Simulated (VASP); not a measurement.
# Zn (R-3m) in VASP: relaxation of cell and atoms with PBE

Aim: the relaxation of cell and atoms of Zn with PBE.

Everything below comes from runs of VASP 6.6.1. Logs are shortened: lines on timing, memory, paths and dates and some standing lists are left out, and cuts for length are marked.

## Step 1: The cell of the first run

Symmetry: R-3m, No. 166, trigonal system. Conventional cell: a = 2.839 Å, b = 2.839 Å, c = 6.523 Å, α = 90.00°, β = 90.00°, γ = 120.00°. Zn (site symmetry -3m) has 12 Zn at 2.72 to 2.84 Å within 3.6 Å.

## Step 2: Relaxation of cell and atoms, PBE

The input, INCAR:

```
PREC = Accurate ; ENCUT = 600
EDIFF = 1E-7 ; ISMEAR = 0
SIGMA = 0.1 ; LREAL = F
LASPH = T ; NELM = 80
ALGO = Fast ; ISIF = 3
LWAVE = F ; LCHARG = F
GGA = PE ; IBRION = 2
NSW = 80 ; EDIFFG = -0.015
```

The input, KPOINTS:

```
Automatic mesh
0
Gamma
  6 6 6
```

The input, POSCAR:

```
Zn
1.0
    2.8394641191     -1.6393653736     -4.3487750764
   -2.8394641191     -1.6393653736     -4.3487750764
    0.0000000000      3.2787307470     -4.3487750765
Zn
8
Direct
    0.5000000000      0.5000000000      0.5000000000
    0.5000000000      0.5000000000      0.0000000000
    0.0000000000      0.5000000000      0.5000000000
    0.0000000000      0.5000000000      0.0000000000
    0.5000000000      0.0000000000      0.5000000000
    0.5000000000      0.0000000000      0.0000000000
    0.0000000000      0.0000000000      0.5000000000
    0.0000000000      0.0000000000      0.0000000000
```

Potentials or basis: VASP PAW PBE potentials, release 64 (Zn).

The run is started by

```bash
$ cat potpaw_PBE.64/Zn/POTCAR > POTCAR
$ mpirun -np 1 vasp_std > vasp.out
```

OUTCAR:

```text
PREC = Accurate
   ENCUT = 600
   EDIFF = 1E-7
   ISMEAR = 0
   LREAL = F
   LASPH = T
   NELM = 80
   ISIF = 3
   GGA = PE
   IBRION = 2
   NSW = 80
   EDIFFG = -0.015

 ion  position               nearest neighbor table
   1  0.500  0.500  0.500-   3 2.72   5 2.72   5 2.72   3 2.72   2 2.72   2 2.72   7 2.84   7 2.84
                             6 2.84   4 2.84   4 2.84   6 2.84
   2  0.500  0.500  0.000-   4 2.72   6 2.72   6 2.72   4 2.72   1 2.72   1 2.72   8 2.84   8 2.84
                             5 2.84   3 2.84   5 2.84   3 2.84
   3  0.000  0.500  0.500-   1 2.72   7 2.72   7 2.72   1 2.72   4 2.72   4 2.72   5 2.84   5 2.84
                             8 2.84   2 2.84   2 2.84   8 2.84
   4  0.000  0.500  0.000-   2 2.72   8 2.72   8 2.72   2 2.72   3 2.72   3 2.72   6 2.84   6 2.84
                             7 2.84   1 2.84   1 2.84   7 2.84
   5  0.500  0.000  0.500-   1 2.72   7 2.72   1 2.72   7 2.72   6 2.72   6 2.72   3 2.84   3 2.84
                             8 2.84   2 2.84   2 2.84   8 2.84
   6  0.500  0.000  0.000-   2 2.72   8 2.72   2 2.72   8 2.72   5 2.72   5 2.72   4 2.84   4 2.84
                             7 2.84   1 2.84   7 2.84   1 2.84
   7  0.000  0.000  0.500-   3 2.72   5 2.72   3 2.72   5 2.72   8 2.72   8 2.72   1 2.84   1 2.84
                             4 2.84   6 2.84   4 2.84   6 2.84
   8  0.000  0.000  0.000-   4 2.72   6 2.72   4 2.72   6 2.72   7 2.72   7 2.72   2 2.84   2 2.84
                             3 2.84   5 2.84   5 2.84   3 2.84

  LATTYP: Found a trigonal (rhomboedric) cell.
 ALAT       =     5.4462757897
 COS(alpha) =     0.4563698850

  Lattice vectors:

 A1 = (   2.8394641191,  -1.6393653736,  -4.3487750764)
 A2 = (  -2.8394641191,  -1.6393653736,  -4.3487750764)
 A3 = (   0.0000000000,   3.2787307470,  -4.3487750765)

Analysis of symmetry for initial positions (statically):
=====================================================================
 Subroutine PRICEL returns following result:

  LATTYP: Found a trigonal (rhomboedric) cell.
 ALAT       =     2.7231378948
 COS(alpha) =     0.4563698850

  Lattice vectors:

 A1 = (   1.4197320595,  -0.8196826868,  -2.1743875382)
 A2 = (  -1.4197320595,  -0.8196826868,  -2.1743875382)
 A3 = (   0.0000000000,   1.6393653735,  -2.1743875382)

   8 primitive cells build up your supercell.

 Routine SETGRP: Setting up the symmetry group for a
 trigonal (rhombohedral) supercell.

 Subroutine GETGRP returns: Found 12 space group operations
 (whereof 12 operations were pure point group operations)
 out of a pool of 12 trial point group operations.

The static configuration has the point symmetry D_3d.

Analysis of symmetry for dynamics (positions and initial velocities):
=====================================================================
 Subroutine PRICEL returns following result:

  LATTYP: Found a trigonal (rhomboedric) cell.
 ALAT       =     2.7231378948
 COS(alpha) =     0.4563698850

  Lattice vectors:

 A1 = (   1.4197320595,  -0.8196826868,  -2.1743875382)
 A2 = (  -1.4197320595,  -0.8196826868,  -2.1743875382)
 A3 = (   0.0000000000,   1.6393653735,  -2.1743875382)

   8 primitive cells build up your supercell.

 Routine SETGRP: Setting up the symmetry group for a
 trigonal (rhombohedral) supercell.

 Subroutine GETGRP returns: Found 12 space group operations
 (whereof 12 operations were pure point group operations)
 out of a pool of 12 trial point group operations.

The dynamic configuration has the point symmetry D_3d.

 Subroutine INISYM returns: Found 12 space group operations
 (whereof 12 operations are pure point group operations),
 and found     8 'primitive' translations

----------------------------------------------------------------------------------------

                                     Primitive cell

  volume of cell :      15.1824

  direct lattice vectors                    reciprocal lattice vectors
     1.419732060 -0.819682687 -2.174387538     0.352179129 -0.203330715 -0.153299873
    -1.419732060 -0.819682687 -2.174387538    -0.352179129 -0.203330715 -0.153299873
     0.000000000  1.639365373 -2.174387538     0.000000000  0.406661430 -0.153299873

  length of vectors
     2.723137895  2.723137895  2.723137895     0.434596790  0.434596790  0.434596790

  position of ions in fractional coordinates (direct lattice)
     0.000000000  0.000000000  0.000000000

  ion indices of the primitive-cell ions
   primitive index   ion index
                 1           1

----------------------------------------------------------------------------------------

 KPOINTS: Automatic mesh

Automatic generation of k-mesh.
 Grid dimensions read from file:
 generate k-points for:    6    6    6

 Generating k-lattice:

  Cartesian coordinates                     Fractional coordinates (reciprocal lattice)
     0.029348261 -0.016944226 -0.012774989     0.166666667  0.000000000  0.000000000
    -0.029348261 -0.016944226 -0.012774989     0.000000000  0.166666667  0.000000000
     0.000000000  0.033888452 -0.012774989    -0.000000000 -0.000000000  0.166666667

  Length of vectors
     0.036216399  0.036216399  0.036216399

  Shift w.r.t. Gamma in fractional coordinates (k-lattice)
     0.000000000  0.000000000  0.000000000

 Subroutine IBZKPT returns following result:
 ===========================================

 Found     32 irreducible k-points:

 Following reciprocal coordinates:
            Coordinates               Weight
  0.000000  0.000000  0.000000      1.000000
  0.166667 -0.000000  0.000000      6.000000
  0.333333  0.000000  0.000000      6.000000
  0.500000 -0.000000  0.000000      3.000000
  0.166667  0.166667  0.000000      6.000000
  0.333333  0.166667  0.000000     12.000000
[... 16 lines left out ...]
  0.500000  0.500000  0.166667      6.000000
 -0.333333  0.500000  0.166667     12.000000
 [... further k-points ...]
   k-points           NKPTS =     32   k-points in BZ     NKDIM =     32   number of bands    NBANDS=     57
   number of dos      NEDOS =    301   number of ions     NIONS =      8
   total plane-waves  NPLWV = 110592
   dimension x,y,z NGX =    48 NGY =   48 NGZ =   48
   dimension x,y,z NGXF=    96 NGYF=   96 NGZF=   96
   ions per type =               8
   NGX,Y,Z   is equivalent  to a cutoff of  14.65, 14.65, 14.65 a.u.
   NGXF,Y,Z  is equivalent  to a cutoff of  29.30, 29.30, 29.30 a.u.
 SYSTEM =  unknown system
   PREC   = accura    normal or accurate (medium, high low for compatibility)
   ISTART =      0    job   : 0-new  1-cont  2-samecut
   ICHARG =      2    charge: 1-file 2-atom 10-const
   ISPIN  =      1    spin polarized calculation?
   LNONCOLLINEAR =      F non collinear calculations
   LSORBIT =      F    spin-orbit coupling
   LASPH  =      T    aspherical Exc in radial PAW
   ENCUT  =  600.0 eV  44.10 Ry    6.64 a.u.  10.88 10.88 10.88*2*pi/ulx,y,z
   NELM   =     80;   NELMIN=  2; NELMDL= -5     # of ELM steps
   EDIFF  = 0.1E-06   stopping-criterion for ELM
   LREAL  =      F    real-space projection
   EDIFFG = -.1E-01   stopping-criterion for IOM
   NSW    =     80    number of steps for IOM
   IBRION =      2    ionic relax: 0-MD 1-quasi-New 2-CG
   NFREE  =      1    steps in history (QN), initial steepest desc. (CG)
   ISIF   =      3    stress and relaxation
   ISYM   =      2    0-nonsym 1-usesym 2-fastsym
   POTIM  = 0.5000    time-step for ionic-motion
   TEBEG  =    0.0;   TEEND  =   0.0 temperature during run
   PSTRESS=    0.0 pullay stress
   NELECT =      96.0000    total number of electrons
   NUPDOWN=      -1.0000    fix difference up-down
   EMIN   =  10.00;   EMAX   =-10.00  energy-range for DOS
   EFERMI =   0.00;   METHOD = LEGACY
   ISMEAR =     0;   SIGMA  =   0.10  broadening in eV -4-tet -1-fermi 0-gaus
   EFERMI_NEDOS =   21; number of points for ismear=-14 and -15
   IALGO  =     68    algorithm
   IMIX   =      4    mixing-type and parameters
     AMIX     =   0.40;   BMIX     =  1.00
     AMIX_MAG =   1.60;   BMIX_MAG =  1.00
  volume/ion in A,a.u.               =      15.18       102.46
  Fermi-wavevector in a.u.,A,eV,Ry     =   1.513637  2.860360 31.172275  2.291098
  Thomas-Fermi vector in A             =   2.623402
   LORBIT       =      0    0 simple, 1 ext, 2 COOP (PROOUT), +10 PAW based schemes
   GGA     = PE    functional components
   LHFCALC =     F    Hartree Fock is set to
   AEXX    =    0.0000 exact exchange contribution
   IVDW    =     0    specifies the selected vdW correction
   LEPSILON=     F    determine dielectric tensor
   LRPA    =     F    only Hartree local field effects (RPA)
 conjugate gradient relaxation of ions
 non-spin polarized calculation
 RMM-DIIS sequential band-by-band and
 Gauss-broadening in eV      SIGMA  =   0.10
  energy-cutoff  :      600.00
  volume of cell :      121.46
 maximum number of plane-waves:      4077
 NGX is ok and might be reduce to    48
   NGX = 21   NGY = 21   NGZ = 21

--------------------------------------- Ionic step        1  -------------------------------------------

 number of electron      95.9999986 magnetization

 Free energy of the ion-electron system (eV)
  ---------------------------------------------------
  ext. energy  EPLUGINS =         0.00000000
  ---------------------------------------------------
  free energy    TOTEN  =        -8.66650673 eV

  energy without entropy =       -8.65483553  energy(sigma->0) =       -8.66067113

------------------------ aborting loop because EDIFF is reached ----------------------------------------

  FORCE on cell =-STRESS in cart. coord.  units (eV):
  Direction    XX          YY          ZZ          XY          YZ          ZX
  --------------------------------------------------------------------------------------
  -------------------------------------------------------------------------------------
  Total        0.8876557      0.8876557     -0.9341757      0.0000000     -0.0000000     -0.0000000
  in kB       11.7091349     11.7091349    -12.3227827      0.0000000     -0.0000000     -0.0000000
  external PRESSURE =       3.6984957 kB  Pullay stress =       0.0000000 kB
[... 321 lines left out ...]
  energy  without entropy=       -8.6927265636  energy(sigma->0) =       -8.69758913

--------------------------------------- Ionic step        9  -------------------------------------------

 number of electron      96.0000005 magnetization

 Free energy of the ion-electron system (eV)
  ---------------------------------------------------
  ext. energy  EPLUGINS =         0.00000000
  ---------------------------------------------------
  free energy    TOTEN  =        -8.70267173 eV

  energy without entropy =       -8.69241052  energy(sigma->0) =       -8.69754113

 E-fermi :   2.9218     XC(G=0): -11.4935

 val. band max:        2.8091361027   @ k =  -0.1667   0.1667   0.0000
 cond. band min:       2.9456088103   @ k =   0.5000   0.3333   0.0000
 fundamental gap:      0.1364727075
 Fermi energy:         2.9217691379

 k-point     1 :       0.0000    0.0000    0.0000
  band No.  band energies     occupation
      1      -7.2657      2.00000
      2      -5.3687      2.00000
      3      -5.3687      2.00000
      4      -5.3687      2.00000
      5      -5.3000      2.00000
      6      -5.3000      2.00000
[... 1429 lines left out ...]
     56       8.7177      0.00000
     57       8.8293      0.00000

 [... further k-points ...]

------------------------ aborting loop because EDIFF is reached ----------------------------------------

  FORCE on cell =-STRESS in cart. coord.  units (eV):
  Direction    XX          YY          ZZ          XY          YZ          ZX
  --------------------------------------------------------------------------------------
  -------------------------------------------------------------------------------------
  Total       -0.0715155     -0.0715155     -0.0486264      0.0000000      0.0000000      0.0000000
  in kB       -0.9307890     -0.9307890     -0.6328826      0.0000000      0.0000000      0.0000000
  external PRESSURE =      -0.8314869 kB  Pullay stress =       0.0000000 kB
[... 23 lines left out ...]
  FREE ENERGIE OF THE ION-ELECTRON SYSTEM (eV)
  ---------------------------------------------------
  free  energy   TOTEN  =        -8.7026717331 eV

  energy  without entropy=       -8.6924105232  energy(sigma->0) =       -8.69754113

 reached required accuracy - stopping structural energy minimisation
```

Run time: 17 min. Hardware: 1 thread of Intel Xeon 6975P-C (Granite Rapids), shared host; peak memory 0.44 GiB.

What came out:

```yaml
Free_energy: -8.7027 eV
Relaxed_volume: 15.39 Å³/atom
Relaxed_cell: a = 5.389 Å, b = 5.389 Å, c = 5.389 Å, α = 65.14°, β = 65.14°, γ = 65.14°
Space_group_after_relaxing_to_0.1_Å: R-3m (No. 166)
Energy_gained_by_relaxing: 4.5 meV/atom
Ionic_steps: 9
Pressure_after_relaxing: -0.1 GPa
Band_gap_on_the_k_mesh: zero (bands 48 and 49 overlap by 3.17 eV)
```

The path:
```
step  energy change (eV)  largest force (eV/Å)  pressure (GPa)  volume (Å³)
   1              0.0000                0.0000            0.37       121.46
   2             -0.0130                0.0000            0.02       122.07
   3             -0.0332                0.0000           -0.55       123.86
   4             -0.0334                0.0000           -0.64       124.31
   5             -0.0338                0.0000           -0.61       124.09
   6             -0.0343                0.0000            0.32       122.62
   7             -0.0359                0.0000           -0.11       123.29
   8             -0.0359                0.0000           -0.10       123.30
   9             -0.0362                0.0000           -0.08       123.10
```

Final structure:
```yaml
crystal:
  lattice:
    - [2.90127, -1.67505, -4.22176]
    - [-2.90127, -1.67505, -4.22176]
    - [0.00000, 3.35009, -4.22176]
  atoms:
    - { symbol: Zn, position: [0.50000, 0.50000, 0.50000] }
    - { symbol: Zn, position: [0.50000, 0.50000, 0.00000] }
    - { symbol: Zn, position: [0.00000, 0.50000, 0.50000] }
    - { symbol: Zn, position: [0.00000, 0.50000, 0.00000] }
    - { symbol: Zn, position: [0.50000, 0.00000, 0.50000] }
    - { symbol: Zn, position: [0.50000, 0.00000, 0.00000] }
    - { symbol: Zn, position: [0.00000, 0.00000, 0.50000] }
    - { symbol: Zn, position: [0.00000, 0.00000, 0.00000] }
```

Levels at points of the mesh, in eV from the Fermi level:
| k point | band 44 | band 45 | band 46 | band 47 | band 48 | band 49 | band 50 | band 51 | band 52 | band 53 |
| --- | --- | --- | --- | --- | --- | --- | --- | --- | --- | --- |
| (0.00, 0.00, 0.00) | -3.00 | -1.94 | -1.81 | -1.81 | -1.81 | -0.86 | -0.86 | -0.86 | 0.30 | 1.81 |
| (0.50, 0.00, 0.00) | -2.77 | -2.77 | -2.77 | -2.05 | -2.05 | 1.43 | 1.43 | 1.43 | 1.43 | 3.90 |
| (0.50, 0.50, 0.00) | -4.86 | -4.07 | -4.07 | 1.84 | 1.84 | 1.92 | 1.92 | 4.02 | 4.02 | 4.25 |
| (0.50, 0.50, 0.50) | -3.18 | -3.18 | -3.18 | -3.18 | -3.18 | 2.72 | 2.72 | 2.72 | 2.72 | 2.72 |

PBE usually gives volumes a little too large and moduli too small. Zero-point motion and thermal expansion aren't in these numbers.

The gap in the log of VASP goes by the Fermi energy; the results here count the filled bands.